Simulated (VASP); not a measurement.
# Ca (Fm-3m) in VASP: a series of runs

The runs below take Ca through single point, relaxation of cell and atoms, with r2SCAN.

All numbers are computed with VASP 6.6.1; they aren't measurements. Logs are shortened: lines on timing, memory, paths and dates and some standing lists are left out, and cuts for length are marked.

## (1) The cell of the first run

It takes space group Fm-3m (No. 225, cubic). The conventional cell has a = 5.566 Å, b = 5.566 Å, c = 5.566 Å, α = 90.00°, β = 90.00°, γ = 90.00°. Ca (site symmetry m-3m) has 12 Ca at 3.94 Å within 5.2 Å.

## (2) Single point, r2SCAN

Input file POSCAR:

```
Ca
1.0
    3.9358283251      0.0000000000      0.0000000000
    1.9679141625      3.4085273144      0.0000000000
    1.9679141625      1.1361757715      3.2135903705
Ca
1
Direct
    0.0000000000      0.0000000000      0.0000000000
```

Input file INCAR.step1:

```
SYSTEM = Ca
PREC = Accurate
ENCUT = 520
ISMEAR = -1
SIGMA = 0.02
LREAL = .False.
LASPH = .True.
NELM = 100
NBANDS = 11
GGA = PE
ALGO = Normal
EDIFF = 1E-4
LWAVE = .True.
LCHARG = .False.
```

Input file INCAR.step2:

```
SYSTEM = Ca
PREC = Accurate
ENCUT = 520
EDIFF = 1E-6
ISMEAR = -1
SIGMA = 0.02
LREAL = .False.
LASPH = .True.
NELM = 100
ALGO = Normal
ISIF = 2
LWAVE = .False.
LCHARG = .False.
METAGGA = R2SCAN
LMIXTAU = .True.
NBANDS = 11
ISTART = 1
```

Input file KPOINTS:

```
Automatic mesh
0
Gamma
  8 8 8
  0 0 0
```

Potentials or basis: VASP PAW PBE potentials, release 64 (Ca_sv).

The run is started by

```bash
$ cat potpaw_PBE.64/Ca_sv/POTCAR > POTCAR
$ cp INCAR.step1 INCAR
$ mpirun -np 1 vasp_std > vasp.out
$ cp INCAR.step2 INCAR
$ mpirun -np 1 vasp_std > vasp.out
```

OUTCAR:

```text
SYSTEM = Ca
   PREC = Accurate
   ENCUT = 520
   EDIFF = 1E-6
   ISMEAR = -1
   LREAL = .False.
   LASPH = .True.
   NELM = 100
   ISIF = 2
   METAGGA = R2SCAN
   ISTART = 1

 ion  position               nearest neighbor table
   1  0.000  0.000  0.000-

  LATTYP: Found a face centered cubic cell.
 ALAT       =     5.5661017964

  Lattice vectors:

 A1 = (   3.9358283251,   0.0000000000,   0.0000000000)
 A2 = (   1.9679141625,   3.4085273144,   0.0000000000)
 A3 = (   1.9679141625,   1.1361757715,   3.2135903705)

Analysis of symmetry for initial positions (statically):
=====================================================================
 Subroutine PRICEL returns:
 Original cell was already a primitive cell.

 Routine SETGRP: Setting up the symmetry group for a
 face centered cubic supercell.

 Subroutine GETGRP returns: Found 48 space group operations
 (whereof 48 operations were pure point group operations)
 out of a pool of 48 trial point group operations.

The static configuration has the point symmetry O_h .

Analysis of symmetry for dynamics (positions and initial velocities):
=====================================================================
 Subroutine PRICEL returns:
 Original cell was already a primitive cell.

 Routine SETGRP: Setting up the symmetry group for a
 face centered cubic supercell.

 Subroutine GETGRP returns: Found 48 space group operations
 (whereof 48 operations were pure point group operations)
 out of a pool of 48 trial point group operations.

The dynamic configuration has the point symmetry O_h .

 Subroutine INISYM returns: Found 48 space group operations
 (whereof 48 operations are pure point group operations),
 and found     1 'primitive' translations

----------------------------------------------------------------------------------------

                                     Primitive cell

  volume of cell :      43.1115

  direct lattice vectors                    reciprocal lattice vectors
     3.935828325  0.000000000  0.000000000     0.254076123 -0.146690918 -0.103726143
     1.967914163  3.408527314  0.000000000     0.000000000  0.293381836 -0.103726143
     1.967914163  1.136175772  3.213590370     0.000000000  0.000000000  0.311178428

  length of vectors
     3.935828325  3.935828325  3.935828325     0.311178428  0.311178428  0.311178428

  position of ions in fractional coordinates (direct lattice)
     0.000000000  0.000000000  0.000000000

  ion indices of the primitive-cell ions
   primitive index   ion index
                 1           1

----------------------------------------------------------------------------------------

 KPOINTS: Automatic mesh

Automatic generation of k-mesh.
 Grid dimensions read from file:
 generate k-points for:    8    8    8

 Generating k-lattice:

  Cartesian coordinates                     Fractional coordinates (reciprocal lattice)
     0.031759515 -0.018336365 -0.012965768     0.125000000  0.000000000  0.000000000
     0.000000000  0.036672729 -0.012965768     0.000000000  0.125000000  0.000000000
     0.000000000  0.000000000  0.038897304     0.000000000  0.000000000  0.125000000

  Length of vectors
     0.038897304  0.038897304  0.038897304

  Shift w.r.t. Gamma in fractional coordinates (k-lattice)
     0.000000000  0.000000000  0.000000000

 Subroutine IBZKPT returns following result:
 ===========================================

 Found     29 irreducible k-points:

 Following reciprocal coordinates:
            Coordinates               Weight
  0.000000  0.000000  0.000000      1.000000
  0.125000  0.000000  0.000000      8.000000
  0.250000  0.000000  0.000000      8.000000
  0.375000 -0.000000 -0.000000      8.000000
  0.500000  0.000000  0.000000      4.000000
  0.125000  0.125000  0.000000      6.000000
[... 16 lines left out ...]
  0.500000  0.250000  0.125000     48.000000
 -0.375000  0.250000  0.125000     24.000000
 [... further k-points ...]
   k-points           NKPTS =     29   k-points in BZ     NKDIM =     29   number of bands    NBANDS=     11
   number of dos      NEDOS =    301   number of ions     NIONS =      1
   total plane-waves  NPLWV =  27000
   dimension x,y,z NGX =    30 NGY =   30 NGZ =   30
   dimension x,y,z NGXF=    60 NGYF=   60 NGZF=   60
   ions per type =               1
   NGX,Y,Z   is equivalent  to a cutoff of  12.67, 12.67, 12.67 a.u.
   NGXF,Y,Z  is equivalent  to a cutoff of  25.34, 25.34, 25.34 a.u.
 SYSTEM =  Ca
   PREC   = accura    normal or accurate (medium, high low for compatibility)
   ISTART =      1    job   : 0-new  1-cont  2-samecut
   ICHARG =      0    charge: 1-file 2-atom 10-const
   ISPIN  =      1    spin polarized calculation?
   LNONCOLLINEAR =      F non collinear calculations
   LSORBIT =      F    spin-orbit coupling
   LASPH  =      T    aspherical Exc in radial PAW
   ENCUT  =  520.0 eV  38.22 Ry    6.18 a.u.   7.32  7.32  7.32*2*pi/ulx,y,z
   NELM   =    100;   NELMIN=  2; NELMDL=  0     # of ELM steps
   EDIFF  = 0.1E-05   stopping-criterion for ELM
   LREAL  =      F    real-space projection
   EDIFFG = 0.1E-04   stopping-criterion for IOM
   NSW    =      0    number of steps for IOM
   IBRION =     -1    ionic relax: 0-MD 1-quasi-New 2-CG
   NFREE  =      0    steps in history (QN), initial steepest desc. (CG)
   ISIF   =      2    stress and relaxation
   ISYM   =      2    0-nonsym 1-usesym 2-fastsym
   POTIM  = 0.5000    time-step for ionic-motion
   TEBEG  =    0.0;   TEEND  =   0.0 temperature during run
   PSTRESS=    0.0 pullay stress
   NELECT =      10.0000    total number of electrons
   NUPDOWN=      -1.0000    fix difference up-down
   EMIN   =  10.00;   EMAX   =-10.00  energy-range for DOS
   EFERMI =   0.00;   METHOD = LEGACY
   ISMEAR =    -1;   SIGMA  =   0.02  broadening in eV -4-tet -1-fermi 0-gaus
   EFERMI_NEDOS =   21; number of points for ismear=-14 and -15
   IALGO  =     38    algorithm
   IMIX   =      4    mixing-type and parameters
     AMIX     =   0.40;   BMIX     =  1.00
     AMIX_MAG =   1.60;   BMIX_MAG =  1.00
  volume/ion in A,a.u.               =      43.11       290.93
  Fermi-wavevector in a.u.,A,eV,Ry     =   1.005874  1.900827 13.766143  1.011783
  Thomas-Fermi vector in A             =   2.138581
   LORBIT       =      0    0 simple, 1 ext, 2 COOP (PROOUT), +10 PAW based schemes
   METAGGA = R2SCAN    functional components
   LHFCALC =     F    Hartree Fock is set to
   AEXX    =    0.0000 exact exchange contribution
   IVDW    =     0    specifies the selected vdW correction
   LEPSILON=     F    determine dielectric tensor
   LRPA    =     F    only Hartree local field effects (RPA)
 non-spin polarized calculation
  energy-cutoff  :      520.00
  volume of cell :       43.11
 maximum number of plane-waves:      1211
 NGX is ok and might be reduce to    30
   NGX = 15   NGY = 15   NGZ = 15

 number of electron       9.9999998 magnetization

 Free energy of the ion-electron system (eV)
  ---------------------------------------------------
  ext. energy  EPLUGINS =         0.00000000
  ---------------------------------------------------
  free energy    TOTEN  =        -7.02892359 eV

  energy without entropy =       -7.02632882  energy(sigma->0) =       -7.02762621

 E-fermi :   1.8324     XC(G=0):  -8.1497

 val. band max:        1.8028358343   @ k =  -0.3750   0.5000   0.1250
 cond. band min:       1.9057207650   @ k =   0.5000   0.1250  -0.0000
 fundamental gap:      0.1028849307
 Fermi energy:         1.8324335827

 k-point     1 :       0.0000    0.0000    0.0000
  band No.  band energies     occupation
      1     -41.9080      2.00000
      2     -21.9391      2.00000
      3     -21.9391      2.00000
      4     -21.9390      2.00000
      5      -2.3374      2.00000
      6       4.5946      0.00000
      7       4.5946      0.00000
      8       4.5946      0.00000
      9       5.6995      0.00000
     10       5.6995      0.00000
     11      11.4274      0.00000

 k-point     2 :       0.1250    0.0000    0.0000
  band No.  band energies     occupation
      1     -41.9060      2.00000
      2     -21.9592      2.00000
      3     -21.9418      2.00000
      4     -21.9417      2.00000
      5      -2.0611      2.00000
      6       4.2839      0.00000
      7       4.6869      0.00000
      8       4.6869      0.00000
      9       5.6218      0.00000
     10       5.6218      0.00000
     11      11.5624      0.00000

 k-point     3 :       0.2500    0.0000    0.0000
  band No.  band energies     occupation
      1     -41.9014      2.00000
      2     -22.0075      2.00000
      3     -21.9483      2.00000
      4     -21.9482      2.00000
      5      -1.2723      2.00000
      6       3.5462      0.00000
      7       4.7243      0.00000
      8       4.7243      0.00000
      9       5.7053      0.00000
     10       5.7053      0.00000
     11       9.7216      0.00000

 k-point     4 :       0.3750   -0.0000   -0.0000
  band No.  band energies     occupation
      1     -41.8968      2.00000
      2     -22.0552      2.00000
      3     -21.9548      2.00000
      4     -21.9548      2.00000
      5      -0.1019      2.00000
      6       2.5747      0.00000
      7       4.5477      0.00000
      8       4.5477      0.00000
      9       6.1448      0.00000
     10       6.1448      0.00000
     11       8.1690      0.00000
[... 239 lines left out ...]
 k-point    22 :       0.3750    0.2500    0.1250
  band No.  band energies     occupation
      1     -41.8980      2.00000
      2     -22.0193      2.00000
      3     -21.9731      2.00000
      4     -21.9567      2.00000
      5      -0.6114      2.00000
      6       3.3318      0.00000
      7       4.1547      0.00000
      8       5.1401      0.00000
      9       5.2989      0.00000
     10       6.2434      0.00000
     11       9.7862      0.00000

 k-point    23 :       0.5000    0.2500    0.1250
  band No.  band energies     occupation
      1     -41.8942      2.00000
      2     -22.0450      2.00000
      3     -21.9880      2.00000
      4     -21.9645      2.00000
      5       0.4907      2.00000
      6       2.7340      0.00000
      7       3.7091      0.00000
      8       4.9715      0.00000
      9       5.8726      0.00000
     10       6.6310      0.00000
     11       8.1491      0.00000

 k-point    24 :      -0.3750    0.2500    0.1250
  band No.  band energies     occupation
      1     -41.8927      2.00000
      2     -22.0560      2.00000
      3     -21.9927      2.00000
      4     -21.9688      2.00000
      5       1.6543      1.99973
      6       1.7670      1.92700
      7       3.6386      0.00000
      8       4.8714      0.00000
      9       6.2422      0.00000
     10       6.7714      0.00000
     11       7.3197      0.00000

 [... further k-points ...]

------------------------ aborting loop because EDIFF is reached ----------------------------------------

  FORCE on cell =-STRESS in cart. coord.  units (eV):
  Direction    XX          YY          ZZ          XY          YZ          ZX
  --------------------------------------------------------------------------------------
  -------------------------------------------------------------------------------------
  Total        0.0130801      0.0130801      0.0130801     -0.0000000      0.0000000     -0.0000000
  in kB        0.4861034      0.4861034      0.4861034     -0.0000000      0.0000000     -0.0000000
  external PRESSURE =       0.4861034 kB  Pullay stress =       0.0000000 kB

 VOLUME and BASIS-vectors are now :
 -----------------------------------------------------------------------------
  energy-cutoff  :      520.00
  volume of cell :       43.11
      direct lattice vectors                 reciprocal lattice vectors
     3.935828325  0.000000000  0.000000000     0.254076123 -0.146690918 -0.103726143
     1.967914163  3.408527314  0.000000000     0.000000000  0.293381836 -0.103726143
     1.967914163  1.136175772  3.213590370     0.000000000  0.000000000  0.311178428

 POSITION                                       TOTAL-FORCE (eV/Angst)
 -----------------------------------------------------------------------------------
      0.00000      0.00000      0.00000        -0.000000      0.000000      0.000000
 -----------------------------------------------------------------------------------
    total drift:                               -0.000000     -0.000000     -0.000000

  FREE ENERGIE OF THE ION-ELECTRON SYSTEM (eV)
  ---------------------------------------------------
  free  energy   TOTEN  =        -7.0289235949 eV

  energy  without entropy=       -7.0263288183  energy(sigma->0) =       -7.02762621
```

It took 68 s on 1 thread of AMD EPYC 7R43 (Zen 3), shared host; peak memory 0.14 GiB.

What came out:

| Property | Result |
| --- | --- |
| Free energy | -7.0289 eV |
| Pressure | 0.0 GPa |
| Band gap on the k mesh | zero (band 5 reaches 2.18 eV, above the bottom of band 6 at 1.61 eV) |

Caveat: the PAW data sets were made with another functional, which shifts forces and pressure a little.

## (3) Relaxation of cell and atoms, r2SCAN

This run uses another cell than the first one, of 43.63 Å³/atom, 1.012 times its volume.

Input file POSCAR:

```
Ca
1.0
    3.9515960000      0.0000000000      0.0000000000
    1.9757980000      3.4221825215      0.0000000000
    1.9757980000      1.1407275072      3.2264646232
Ca
1
Direct
    0.0000000000      0.0000000000      0.0000000000
```

Input file INCAR.step1:

```
SYSTEM = Ca
  PREC = Accurate
  ENCUT = 600
  ISMEAR = -1
  SIGMA = 0.02
  LREAL = .FALSE.
  LASPH = .TRUE.
  NELM = 80
  GGA = PE
  ALGO = Normal
  EDIFF = 1E-4
  LWAVE = .TRUE.
  LCHARG = .FALSE.
```

Input file INCAR.step2:

```
SYSTEM = Ca
  PREC = Accurate
  ENCUT = 600
  EDIFF = 1E-6
  ISMEAR = -1
  SIGMA = 0.02
  LREAL = .FALSE.
  LASPH = .TRUE.
  NELM = 80
  ALGO = Normal
  ISIF = 3
  LWAVE = .FALSE.
  LCHARG = .FALSE.
  METAGGA = R2SCAN
  LMIXTAU = .TRUE.
  IBRION = 2
  NSW = 80
  EDIFFG = -0.03
  ISTART = 1
```

Input file KPOINTS:

```
Automatic mesh
0
G
  8 8 8
  0 0 0
```

Potentials or basis: VASP PAW PBE potentials, release 64 (Ca_sv).

The run is started by

```bash
$ cat potpaw_PBE.64/Ca_sv/POTCAR > POTCAR
$ cp INCAR.step1 INCAR
$ mpirun -np 1 vasp_std > vasp.out
$ cp INCAR.step2 INCAR
$ mpirun -np 1 vasp_std > vasp.out
```

Wall time 99 s (1 thread of AMD EPYC 7R43 (Zen 3), shared host); peak memory 0.16 GiB.

It converged, with:

- Free energy: -7.0305 eV
- Relaxed volume: 43.41 Å³/atom
- Relaxed cell: a = 3.945 Å, b = 3.945 Å, c = 3.945 Å, α = 60.00°, β = 60.00°, γ = 60.00°
- Space group after relaxing (to 0.05 Å): Fm-3m (No. 225)
- Energy gained by relaxing: 0.1 meV/atom
- Ionic steps: 2
- Pressure after relaxing: 0.0 GPa
- Band gap on the k mesh: zero (band 5 reaches 2.16 eV, above the bottom of band 6 at 1.58 eV)

Step by step:
```csv
step,energy change (eV),largest force (eV/Å),pressure (GPa),volume (Å³)
1,0.0000,0.0000,-0.13,43.63
2,-0.0001,0.0000,-0.04,43.41
```

Final structure:
```
Ca
1.0
     3.94500    0.00000    0.00000
     1.97250    3.41647    0.00000
     1.97250    1.13882    3.22108
Ca
1
Direct
  0.00000 0.00000 0.00000
```

Levels at points of the mesh, in eV from the Fermi level:
```
           k point  band 2  band 3  band 4  band 5  band 6  band 7  band 8  band 9
(0.00, 0.00, 0.00)  -23.79  -23.79  -23.79   -4.16    2.75    2.75    2.75    3.85
(0.50, 0.00, 0.00)  -23.92  -23.81  -23.81   -0.86   -0.22    2.61    2.61    4.54
(0.50, 0.50, 0.00)  -23.92  -23.84  -23.84   -0.30    0.85    0.97    4.53    4.73
```

Caveat: the PAW data sets were made with another functional, which shifts forces and pressure a little.
